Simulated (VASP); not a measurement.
# N (P6_3/mmc) in VASP: a series of runs

Runs on N. Level: PBEsol. Tasks: single point.

All numbers are computed with VASP 6.6.1; they aren't measurements. Logs are shortened: lines on timing, memory, paths and dates and some standing lists are left out, and cuts for length are marked.

### 1 The cell of the first run

The structure is hexagonal, space group P6_3/mmc (No. 194). The conventional cell has a = 4.501 Å, b = 4.501 Å, c = 7.286 Å, α = 90.00°, β = 90.00°, γ = 120.00°. N (site symmetry 3m) has 1 N at 1.15 Å within 1.5 Å.

### 2 Single point, PBEsol (strain +0.080 along x and y, +0.040 along z)

INCAR

```
  PREC = Accurate
  ENCUT = 520
  EDIFF = 1E-7
  ISMEAR = 0
  SIGMA = 0.05
  LREAL = F
  LASPH = T
  NELM = 100
  ALGO = Normal
  ISIF = 2
  LWAVE = F
  LCHARG = F
  GGA = PS
  NBANDS = 18
```

KPOINTS

```
regular mesh
0
Gamma
  6 6 4
```

POSCAR

```
N
1.0
    4.5006114355      0.0000000000      0.0000000000
   -2.2503057177      3.8976438357      0.0000000000
    0.0000000000      0.0000000000      7.2862436504
N
4
Direct
    0.3333333333      0.6666666667      0.3289300400
    0.3333333333      0.6666666667      0.1710699600
    0.6666666667      0.3333333333      0.8289300400
    0.6666666667      0.3333333333      0.6710699600
```

Potentials or basis: VASP PAW PBE potentials, release 64 (N).

Started as:

```sh
$ cat potpaw_PBE.64/N/POTCAR > POTCAR
$ mpirun -np 1 vasp_std > vasp.out
```

OUTCAR:

```text
PREC = Accurate
   ENCUT = 520
   EDIFF = 1E-7
   ISMEAR = 0
   LREAL = F
   LASPH = T
   NELM = 100
   ISIF = 2
   GGA = PS

 ion  position               nearest neighbor table
   1  0.333  0.667  0.329-   2 1.15
   2  0.333  0.667  0.171-   1 1.15
   3  0.667  0.333  0.829-   4 1.15
   4  0.667  0.333  0.671-   3 1.15

  LATTYP: Found a hexagonal cell.
 ALAT       =     4.5006114355
 C/A-ratio  =     1.6189452822

  Lattice vectors:

 A1 = (   4.5006114355,   0.0000000000,   0.0000000000)
 A2 = (  -2.2503057177,   3.8976438357,   0.0000000000)
 A3 = (   0.0000000000,   0.0000000000,   7.2862436504)

Analysis of symmetry for initial positions (statically):
[... 10 lines left out ...]

The static configuration has the point symmetry D_3d.
 The point group associated with its full space group is D_6h.

Analysis of symmetry for dynamics (positions and initial velocities):
[... 10 lines left out ...]

The dynamic configuration has the point symmetry D_3d.
 The point group associated with its full space group is D_6h.

 Subroutine INISYM returns: Found 24 space group operations
[... 5 lines left out ...]
                                     Primitive cell

  volume of cell :     127.8137

  direct lattice vectors                    reciprocal lattice vectors
     4.500611435  0.000000000  0.000000000     0.222192032  0.128282629  0.000000000
    -2.250305718  3.897643836  0.000000000     0.000000000  0.256565259  0.000000000
     0.000000000  0.000000000  7.286243650     0.000000000  0.000000000  0.137244930

  length of vectors
     4.500611435  4.500611435  7.286243650     0.256565259  0.256565259  0.137244930

  position of ions in fractional coordinates (direct lattice)
     0.333333333  0.666666667  0.328930040
     0.333333333  0.666666667  0.171069960
     0.666666667  0.333333333  0.828930040
     0.666666667  0.333333333  0.671069960

  ion indices of the primitive-cell ions
   primitive index   ion index
                 1           1
                 2           2
                 3           3
                 4           4

----------------------------------------------------------------------------------------

 KPOINTS: regular mesh

Automatic generation of k-mesh.
 Grid dimensions read from file:
 generate k-points for:    6    6    4

 Generating k-lattice:

  Cartesian coordinates                     Fractional coordinates (reciprocal lattice)
[... 52 lines left out ...]
   LSORBIT =      F    spin-orbit coupling
   LASPH  =      T    aspherical Exc in radial PAW
   ENCUT  =  520.0 eV  38.22 Ry    6.18 a.u.   8.37  8.37 13.55*2*pi/ulx,y,z
   NELM   =    100;   NELMIN=  2; NELMDL= -5     # of ELM steps
   EDIFF  = 0.1E-06   stopping-criterion for ELM
   LREAL  =      F    real-space projection
   EDIFFG = 0.1E-05   stopping-criterion for IOM
   NSW    =      0    number of steps for IOM
   IBRION =     -1    ionic relax: 0-MD 1-quasi-New 2-CG
   NFREE  =      0    steps in history (QN), initial steepest desc. (CG)
   ISIF   =      2    stress and relaxation
   ISYM   =      2    0-nonsym 1-usesym 2-fastsym
   POTIM  = 0.5000    time-step for ionic-motion
   TEBEG  =    0.0;   TEEND  =   0.0 temperature during run
   PSTRESS=    0.0 pullay stress
   NELECT =      20.0000    total number of electrons
   NUPDOWN=      -1.0000    fix difference up-down
   EMIN   =  10.00;   EMAX   =-10.00  energy-range for DOS
   EFERMI =   0.00;   METHOD = LEGACY
   ISMEAR =     0;   SIGMA  =   0.05  broadening in eV -4-tet -1-fermi 0-gaus
   EFERMI_NEDOS =   21; number of points for ismear=-14 and -15
   IALGO  =     38    algorithm
   IMIX   =      4    mixing-type and parameters
     AMIX     =   0.40;   BMIX     =  1.00
     AMIX_MAG =   1.60;   BMIX_MAG =  1.00
  volume/ion in A,a.u.               =      31.95       215.63
  Fermi-wavevector in a.u.,A,eV,Ry     =   0.882184  1.667086 10.588709  0.778248
  Thomas-Fermi vector in A             =   2.002781
   LORBIT       =      0    0 simple, 1 ext, 2 COOP (PROOUT), +10 PAW based schemes
   GGA     = PS    functional components
   LHFCALC =     F    Hartree Fock is set to
   AEXX    =    0.0000 exact exchange contribution
   IVDW    =     0    specifies the selected vdW correction
   LEPSILON=     F    determine dielectric tensor
   LRPA    =     F    only Hartree local field effects (RPA)
 non-spin polarized calculation
 Gauss-broadening in eV      SIGMA  =   0.05
  energy-cutoff  :      520.00
  volume of cell :      127.81
 maximum number of plane-waves:      3495
 NGX is ok and might be reduce to    36
   NGX = 17   NGY = 17   NGZ = 27

 number of electron      20.0000003 magnetization

 Free energy of the ion-electron system (eV)
  ---------------------------------------------------
  ext. energy  EPLUGINS =         0.00000000
  ---------------------------------------------------
  free energy    TOTEN  =       -33.94305742 eV

  energy without entropy =      -33.94305742  energy(sigma->0) =      -33.94305742

 E-fermi :  -6.9983     XC(G=0):  -5.1895

 val. band max:       -7.3137847545   @ k =   0.0000   0.0000   0.0000
 cond. band min:      -0.5271722246   @ k =   0.3333   0.3333   0.0000
 fundamental gap:      6.7866125299
 Fermi energy:        -6.9982965551

 k-point     1 :       0.0000    0.0000    0.0000
  band No.  band energies     occupation
      1     -25.0757      2.00000
      2     -25.0593      2.00000
      3     -11.4747      2.00000
      4     -11.0165      2.00000
      5      -8.7357      2.00000
      6      -8.7357      2.00000
[... 418 lines left out ...]
      5      -8.8089      2.00000
      6      -8.8089      2.00000
[... 10 lines left out ...]
     17       4.9320      0.00000
     18       4.9320      0.00000

------------------------ aborting loop because EDIFF is reached ----------------------------------------

  FORCE on cell =-STRESS in cart. coord.  units (eV):
  Direction    XX          YY          ZZ          XY          YZ          ZX
  --------------------------------------------------------------------------------------
  -------------------------------------------------------------------------------------
  Total       -0.0548636     -0.0548636    -11.7793935     -0.0000000      0.0000000      0.0000000
  in kB       -0.6877289     -0.6877289   -147.6577176     -0.0000000      0.0000000      0.0000000
  external PRESSURE =     -49.6777251 kB  Pullay stress =       0.0000000 kB

 VOLUME and BASIS-vectors are now :
 -----------------------------------------------------------------------------
  energy-cutoff  :      520.00
  volume of cell :      127.81
      direct lattice vectors                 reciprocal lattice vectors
     4.500611435  0.000000000  0.000000000     0.222192032  0.128282629  0.000000000
    -2.250305718  3.897643836  0.000000000     0.000000000  0.256565259  0.000000000
     0.000000000  0.000000000  7.286243650     0.000000000  0.000000000  0.137244930

 POSITION                                       TOTAL-FORCE (eV/Angst)
 -----------------------------------------------------------------------------------
     -0.00000      2.59843      2.39666        -0.000000      0.000000     -5.072087
     -0.00000      2.59843      1.24646        -0.000000      0.000000      5.072087
      2.25031      1.29921      6.03979         0.000000     -0.000000     -5.072087
      2.25031      1.29921      4.88958         0.000000     -0.000000      5.072087
 -----------------------------------------------------------------------------------
    total drift:                               -0.000000      0.000000      0.000000

  FREE ENERGIE OF THE ION-ELECTRON SYSTEM (eV)
  ---------------------------------------------------
  free  energy   TOTEN  =       -33.9430574168 eV

  energy  without entropy=      -33.9430574168  energy(sigma->0) =      -33.94305742
```

Wall time 18 s (1 thread of Intel Xeon 6975P-C (Granite Rapids), shared host); peak memory 0.24 GiB.

What came out:

* Free energy: -33.9431 eV
* Pressure: -5.0 GPa
* Largest force: 5.072 eV/Å
* Band gap on the k mesh: 6.79 eV, indirect (least direct gap 7.02 eV)

Forces on the atoms (eV/Å):
```
N    0.000  0.000 -5.072
N    0.000  0.000  5.072
N    0.000  0.000 -5.072
N    0.000  0.000  5.072
```

Stress tensor (GPa, compression positive):
```
 -0.07   0.00   0.00
  0.00  -0.07   0.00
  0.00   0.00 -14.77
```

Levels at points of the mesh, in eV from the valence-band top:
| k point | band 7 | band 8 | band 9 | band 10 | band 11 | band 12 | band 13 | band 14 |
| --- | --- | --- | --- | --- | --- | --- | --- | --- |
| (0.00, 0.00, 0.00) | -1.34 | -1.34 | -0.75 | 0.00 | 7.25 | 7.25 | 7.61 | 7.61 |
| (0.50, 0.00, 0.00) | -1.48 | -1.36 | -0.40 | -0.16 | 6.88 | 7.06 | 7.37 | 7.69 |
| (0.00, 0.00, 0.50) | -1.38 | -1.38 | -0.36 | -0.36 | 7.42 | 7.42 | 7.42 | 7.42 |
| (0.50, 0.00, 0.50) | -1.42 | -1.42 | -0.31 | -0.31 | 7.13 | 7.13 | 7.36 | 7.36 |

Caveat: the cell differs from its parent crystal (strain +0.080 along x and y, +0.040 along z); the standard files for N, O and F lose accuracy on very short bonds; the PAW data sets were made with another functional, which shifts forces and pressure a little.

(Part 1 of 2 ends here.)
